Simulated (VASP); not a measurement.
# Cu (Fm-3m) in VASP: settings compared, part 2 of 3

VASP 6.6.1. Earlier steps stand in the parts before.

**4. Electric field gradients, PBE (volume scaled by 1.06)**

Input file INCAR:

```
SYSTEM = Cu
PREC = Accurate ; ENCUT = 520
EDIFF = 1E-8 ; ISMEAR = -1
SIGMA = 0.08 ; LREAL = .FALSE.
LASPH = .TRUE. ; NELM = 60
ALGO = Normal ; ISIF = 2
LWAVE = .FALSE. ; LCHARG = .FALSE.
GGA = PE ; LEFG = .TRUE.
NBANDS = 12
```

Input file KPOINTS:

```
Automatic mesh
0
G
  19 19 19
  0 0 0
```

Input file POSCAR:

```
Cu
1.0
    0.0000000000      1.8429501765      1.8429501765
    1.8429501765      0.0000000000      1.8429501765
    1.8429501765      1.8429501765      0.0000000000
Cu
1
Direct
    0.0000000000      0.0000000000      0.0000000000
```

Potentials or basis: VASP PAW PBE potentials, release 64 (Cu).

Launch:

```console
> cat potpaw_PBE.64/Cu/POTCAR > POTCAR
> mpirun -np 1 vasp_std > vasp.out
```

OUTCAR:

```text
SYSTEM = Cu
   PREC = Accurate
   ENCUT = 520
   EDIFF = 1E-8
   ISMEAR = -1
   LREAL = .FALSE.
   LASPH = .TRUE.
   NELM = 60
   ISIF = 2
   GGA = PE

 ion  position               nearest neighbor table
   1  0.000  0.000  0.000-

  LATTYP: Found a face centered cubic cell.
 ALAT       =     3.6859003530

  Lattice vectors:

 A1 = (   0.0000000000,   1.8429501765,   1.8429501765)
 A2 = (   1.8429501765,   0.0000000000,   1.8429501765)
 A3 = (   1.8429501765,   1.8429501765,   0.0000000000)

Analysis of symmetry for initial positions (statically):
=====================================================================
 Subroutine PRICEL returns:
 Original cell was already a primitive cell.

 Routine SETGRP: Setting up the symmetry group for a
 face centered cubic supercell.

 Subroutine GETGRP returns: Found 48 space group operations
 (whereof 48 operations were pure point group operations)
 out of a pool of 48 trial point group operations.

The static configuration has the point symmetry O_h .

Analysis of symmetry for dynamics (positions and initial velocities):
=====================================================================
 Subroutine PRICEL returns:
 Original cell was already a primitive cell.

 Routine SETGRP: Setting up the symmetry group for a
 face centered cubic supercell.

 Subroutine GETGRP returns: Found 48 space group operations
 (whereof 48 operations were pure point group operations)
 out of a pool of 48 trial point group operations.

The dynamic configuration has the point symmetry O_h .

 Subroutine INISYM returns: Found 48 space group operations
 (whereof 48 operations are pure point group operations),
 and found     1 'primitive' translations

----------------------------------------------------------------------------------------

                                     Primitive cell

  volume of cell :      12.5190

  direct lattice vectors                    reciprocal lattice vectors
     0.000000000  1.842950177  1.842950177    -0.271304133  0.271304133  0.271304133
     1.842950177  0.000000000  1.842950177     0.271304133 -0.271304133  0.271304133
     1.842950177  1.842950177  0.000000000     0.271304133  0.271304133 -0.271304133

  length of vectors
     2.606325134  2.606325134  2.606325134     0.469912543  0.469912543  0.469912543

  position of ions in fractional coordinates (direct lattice)
     0.000000000  0.000000000  0.000000000

  ion indices of the primitive-cell ions
   primitive index   ion index
                 1           1

----------------------------------------------------------------------------------------

 KPOINTS: Automatic mesh

Automatic generation of k-mesh.
 Grid dimensions read from file:
 generate k-points for:   19   19   19

 Generating k-lattice:

  Cartesian coordinates                     Fractional coordinates (reciprocal lattice)
    -0.014279165  0.014279165  0.014279165     0.052631579  0.000000000  0.000000000
     0.014279165 -0.014279165  0.014279165     0.000000000  0.052631579  0.000000000
[... 67 lines left out ...]
   TEBEG  =    0.0;   TEEND  =   0.0 temperature during run
   PSTRESS=    0.0 pullay stress
   NELECT =      11.0000    total number of electrons
   NUPDOWN=      -1.0000    fix difference up-down
   EMIN   =  10.00;   EMAX   =-10.00  energy-range for DOS
   EFERMI =   0.00;   METHOD = LEGACY
   ISMEAR =    -1;   SIGMA  =   0.08  broadening in eV -4-tet -1-fermi 0-gaus
   EFERMI_NEDOS =   21; number of points for ismear=-14 and -15
   IALGO  =     38    algorithm
   IMIX   =      4    mixing-type and parameters
     AMIX     =   0.40;   BMIX     =  1.00
     AMIX_MAG =   1.60;   BMIX_MAG =  1.00
  volume/ion in A,a.u.               =      12.52        84.48
  Fermi-wavevector in a.u.,A,eV,Ry     =   1.568010  2.963109 33.452033  2.458655
  Thomas-Fermi vector in A             =   2.670105
   LORBIT       =      0    0 simple, 1 ext, 2 COOP (PROOUT), +10 PAW based schemes
   GGA     = PE    functional components
   LHFCALC =     F    Hartree Fock is set to
   AEXX    =    0.0000 exact exchange contribution
   IVDW    =     0    specifies the selected vdW correction
   LEPSILON=     F    determine dielectric tensor
   LRPA    =     F    only Hartree local field effects (RPA)
 non-spin polarized calculation
  energy-cutoff  :      520.00
  volume of cell :       12.52
 maximum number of plane-waves:       345
   NGX =  9   NGY =  9   NGZ =  9

 number of electron      10.9999987 magnetization

 Free energy of the ion-electron system (eV)
  ---------------------------------------------------
  ext. energy  EPLUGINS =         0.00000000
  ---------------------------------------------------
  free energy    TOTEN  =        -3.72105025 eV

  energy without entropy =       -3.71321405  energy(sigma->0) =       -3.71713215

 E-fermi :   6.9185     XC(G=0): -12.3919

 val. band max:        6.9013111999   @ k =  -0.3684   0.1579   0.0000
 cond. band min:       6.9261253655   @ k =  -0.3158   0.2105   0.0000
 fundamental gap:      0.0248141656
 Fermi energy:         6.9185183077

 k-point     1 :       0.0000    0.0000    0.0000
  band No.  band energies     occupation
      1      -2.0319      2.00000
      2       4.0248      2.00000
      3       4.0248      2.00000
      4       4.0248      2.00000
      5       4.7750      2.00000
      6       4.7750      2.00000
      7      29.0104      0.00000
      8      31.2076      0.00000
      9      31.2076      0.00000
     10      31.2076      0.00000
     11      33.6662      0.00000
     12      33.6662      0.00000
[... 331 lines left out ...]
 k-point    24 :      -0.2632    0.0526    0.0000
  band No.  band energies     occupation
      1       0.5452      2.00000
      2       3.7883      2.00000
      3       4.1403      2.00000
      4       4.1747      2.00000
      5       4.8275      2.00000
      6       5.0508      2.00000
      7      17.4961      0.00000
      8      26.0697      0.00000
      9      29.3880      0.00000
     10      30.1770      0.00000
     11      32.5022      0.00000
     12      33.7954      0.00000

 [... further k-points ...]
[... 5 lines left out ...]
  --------------------------------------------------------------------------------------
  -------------------------------------------------------------------------------------
  Total       -0.4130620     -0.4130620     -0.4130620     -0.0000000     -0.0000000      0.0000000
  in kB      -52.8634007    -52.8634007    -52.8634007     -0.0000000     -0.0000000      0.0000000
  external PRESSURE =     -52.8634007 kB  Pullay stress =       0.0000000 kB

 VOLUME and BASIS-vectors are now :
 -----------------------------------------------------------------------------
  energy-cutoff  :      520.00
  volume of cell :       12.52
      direct lattice vectors                 reciprocal lattice vectors
     0.000000000  1.842950177  1.842950177    -0.271304133  0.271304133  0.271304133
     1.842950177  0.000000000  1.842950177     0.271304133 -0.271304133  0.271304133
     1.842950177  1.842950177  0.000000000     0.271304133  0.271304133 -0.271304133

 POSITION                                       TOTAL-FORCE (eV/Angst)
 -----------------------------------------------------------------------------------
      0.00000      0.00000      0.00000        -0.000000      0.000000     -0.000000
 -----------------------------------------------------------------------------------
    total drift:                                0.000000      0.000000      0.000000

  FREE ENERGIE OF THE ION-ELECTRON SYSTEM (eV)
  ---------------------------------------------------
  free  energy   TOTEN  =        -3.7210502481 eV

  energy  without entropy=       -3.7132140476  energy(sigma->0) =       -3.71713215

 Electric field gradients (V/A^2)
---------------------------------------------------------------------
 ion       V_xx      V_yy      V_zz      V_xy      V_xz      V_yz
---------------------------------------------------------------------
   1       0.000     0.000    -0.000     0.002     0.002     0.002
---------------------------------------------------------------------

 Electric field gradients after diagonalization (V/A^2)
 (convention: |V_zz| > |V_xx| > |V_yy|)
----------------------------------------------------------------------
 ion       V_xx      V_yy      V_zz     asymmetry (V_yy - V_xx)/ V_zz
----------------------------------------------------------------------
   1      -0.002    -0.002     0.003       0.000
----------------------------------------------------------------------

           NMR quadrupolar parameters

 Cq : quadrupolar parameter    Cq=e*Q*V_zz/h
 eta: asymmetry parameters     (V_yy - V_xx)/ V_zz
 Q  : nuclear electric quadrupole moment in mb (millibarn)
----------------------------------------------------------------------
 ion       Cq(MHz)       eta       Q (mb)
----------------------------------------------------------------------
   1       0.000       0.000       1.000
----------------------------------------------------------------------
```

stdout:

```text
POSCAR found type information on POSCAR Cu
 POSCAR found :  1 types and       1 ions
 scaLAPACK will be used
 LDA part: xc-table for (Slater+PW92), standard interpolation
 POSCAR, INCAR and KPOINTS ok, starting setup
 FFT: planning ... GRIDC
 FFT: planning ... GRID_SOFT
 FFT: planning ... GRID
 WAVECAR not read
 entering main loop
ion   1
```

Run time: 20 s. Hardware: 1 thread of Intel Xeon 6975P-C (Granite Rapids), shared host; peak memory 0.14 GiB.

What came out:

```yaml
Free_energy: -3.7211 eV
Pressure: -5.3 GPa
```

Levels at points of the mesh, in eV from the Fermi level:
```csv
k point,band 4,band 5,band 6,band 7,band 8,band 9
"(0.00, 0.00, 0.00)",-2.89,-2.14,-2.14,22.09,24.29,24.29
```

Caveat: without QUAD_EFG the Cq values of the log hold for a quadrupole moment of 1 mb, not for the nuclei.

**5. Electric field gradients, PBE (volume scaled by 1.06)**

Input file INCAR:

```
ALGO = Normal
EDIFF = 1E-8
ENCUT = 520
GGA = PE
ISIF = 2
ISMEAR = -1
LASPH = T
LCHARG = F
LEFG = T
LREAL = F
LWAVE = F
NBANDS = 12
NELM = 60
PREC = Accurate
SIGMA = 0.08
```

Input file KPOINTS:

```
k-points
0
Gamma
  19 19 19
```

POSCAR is that of step 4.

Potentials or basis: VASP PAW PBE potentials, release 64 (Cu).

Launch:

```console
> cat potpaw_PBE.64/Cu/POTCAR > POTCAR
> mpirun -np 1 vasp_std > vasp.out
```

OUTCAR:

```text
EDIFF = 1E-8
   ENCUT = 520
   GGA = PE
   ISIF = 2
   ISMEAR = -1
   LASPH = T
   LREAL = F
   NELM = 60
   PREC = Accurate

 ion  position               nearest neighbor table
   1  0.000  0.000  0.000-

  LATTYP: Found a face centered cubic cell.
 ALAT       =     3.6859003530

  Lattice vectors:

 A1 = (   0.0000000000,   1.8429501765,   1.8429501765)
 A2 = (   1.8429501765,   0.0000000000,   1.8429501765)
 A3 = (   1.8429501765,   1.8429501765,   0.0000000000)

Analysis of symmetry for initial positions (statically):
=====================================================================
 Subroutine PRICEL returns:
 Original cell was already a primitive cell.

 Routine SETGRP: Setting up the symmetry group for a
 face centered cubic supercell.

 Subroutine GETGRP returns: Found 48 space group operations
 (whereof 48 operations were pure point group operations)
 out of a pool of 48 trial point group operations.

The static configuration has the point symmetry O_h .

Analysis of symmetry for dynamics (positions and initial velocities):
=====================================================================
 Subroutine PRICEL returns:
 Original cell was already a primitive cell.

 Routine SETGRP: Setting up the symmetry group for a
 face centered cubic supercell.

 Subroutine GETGRP returns: Found 48 space group operations
 (whereof 48 operations were pure point group operations)
 out of a pool of 48 trial point group operations.

The dynamic configuration has the point symmetry O_h .

 Subroutine INISYM returns: Found 48 space group operations
[... 160 lines left out ...]
     10      31.2076      0.00000
     11      33.6662      0.00000
     12      33.6662      0.00000
[... 331 lines left out ...]
 k-point    24 :      -0.2632    0.0526    0.0000
  band No.  band energies     occupation
      1       0.5452      2.00000
      2       3.7883      2.00000
      3       4.1403      2.00000
      4       4.1747      2.00000
      5       4.8275      2.00000
      6       5.0508      2.00000
      7      17.4961      0.00000
      8      26.0697      0.00000
      9      29.3880      0.00000
     10      30.1770      0.00000
     11      32.5022      0.00000
     12      33.7954      0.00000

 [... further k-points ...]

------------------------ aborting loop because EDIFF is reached ----------------------------------------

  FORCE on cell =-STRESS in cart. coord.  units (eV):
  Direction    XX          YY          ZZ          XY          YZ          ZX
  --------------------------------------------------------------------------------------
  -------------------------------------------------------------------------------------
  Total       -0.4130620     -0.4130620     -0.4130620     -0.0000000     -0.0000000      0.0000000
  in kB      -52.8634007    -52.8634007    -52.8634007     -0.0000000     -0.0000000      0.0000000
  external PRESSURE =     -52.8634007 kB  Pullay stress =       0.0000000 kB

 VOLUME and BASIS-vectors are now :
 -----------------------------------------------------------------------------
  energy-cutoff  :      520.00
  volume of cell :       12.52
      direct lattice vectors                 reciprocal lattice vectors
     0.000000000  1.842950177  1.842950177    -0.271304133  0.271304133  0.271304133
     1.842950177  0.000000000  1.842950177     0.271304133 -0.271304133  0.271304133
     1.842950177  1.842950177  0.000000000     0.271304133  0.271304133 -0.271304133

 POSITION                                       TOTAL-FORCE (eV/Angst)
 -----------------------------------------------------------------------------------
      0.00000      0.00000      0.00000        -0.000000      0.000000     -0.000000
 -----------------------------------------------------------------------------------
    total drift:                                0.000000      0.000000      0.000000

  FREE ENERGIE OF THE ION-ELECTRON SYSTEM (eV)
  ---------------------------------------------------
  free  energy   TOTEN  =        -3.7210502481 eV

  energy  without entropy=       -3.7132140476  energy(sigma->0) =       -3.71713215

 Electric field gradients (V/A^2)
---------------------------------------------------------------------
 ion       V_xx      V_yy      V_zz      V_xy      V_xz      V_yz
---------------------------------------------------------------------
   1       0.000     0.000    -0.000     0.002     0.002     0.002
---------------------------------------------------------------------

 Electric field gradients after diagonalization (V/A^2)
 (convention: |V_zz| > |V_xx| > |V_yy|)
----------------------------------------------------------------------
 ion       V_xx      V_yy      V_zz     asymmetry (V_yy - V_xx)/ V_zz
----------------------------------------------------------------------
   1      -0.002    -0.002     0.003       0.000
----------------------------------------------------------------------

           NMR quadrupolar parameters

 Cq : quadrupolar parameter    Cq=e*Q*V_zz/h
 eta: asymmetry parameters     (V_yy - V_xx)/ V_zz
 Q  : nuclear electric quadrupole moment in mb (millibarn)
----------------------------------------------------------------------
 ion       Cq(MHz)       eta       Q (mb)
----------------------------------------------------------------------
   1       0.000       0.000       1.000
----------------------------------------------------------------------
```

stdout:

```text
POSCAR found type information on POSCAR Cu
 POSCAR found :  1 types and       1 ions
 scaLAPACK will be used
 LDA part: xc-table for (Slater+PW92), standard interpolation
 POSCAR, INCAR and KPOINTS ok, starting setup
 FFT: planning ... GRIDC
 FFT: planning ... GRID_SOFT
 FFT: planning ... GRID
 WAVECAR not read
 entering main loop
ion   1
```

Run time: 18 s. Hardware: 1 thread of Intel Xeon 6975P-C (Granite Rapids), shared host; peak memory 0.14 GiB.

What came out:

```yaml
Free_energy: -3.7211 eV
Pressure: -5.3 GPa
```

Levels at points of the mesh, in eV from the Fermi level:
```
           k point  band 3  band 4  band 5  band 6  band 7  band 8  band 9  band 10
(0.00, 0.00, 0.00)   -2.89   -2.89   -2.14   -2.14   22.09   24.29   24.29    24.29
```

Caveat: without QUAD_EFG the Cq values of the log hold for a quadrupole moment of 1 mb, not for the nuclei.

(Continued in part 3 of 3.)
